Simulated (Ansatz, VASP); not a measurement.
# Sn in VASP and in Ansatz

```
CELL_PARAMETERS angstrom
0.00000 2.45283 2.45283
2.45283 0.00000 2.45283
2.45283 2.45283 0.00000
ATOMIC_POSITIONS crystal
Sn 0.00000 0.00000 0.00000
```

Alike in both runs: task single point; functional r2SCAN; k mesh 13 × 13 × 13; occupations fermi-dirac, width 0.1 eV; no spin polarisation.

```csv
,VASP,Ansatz
version,VASP 6.6.1,Ansatz 0.2.0
potentials or method,"VASP PAW PBE potentials, release 64 (Sn_d), cutoff 520 eV","plane waves (500 eV) with PAW, scalar-relativistic"
valence electrons in the cell,14,14
```

|  | VASP | Ansatz | Ansatz less VASP |
| --- | --- | --- | --- |
| pressure (GPa) | -3.3 | -3.2 | +0.04 |

VASP's potentials were made for PBE, not for r2SCAN.
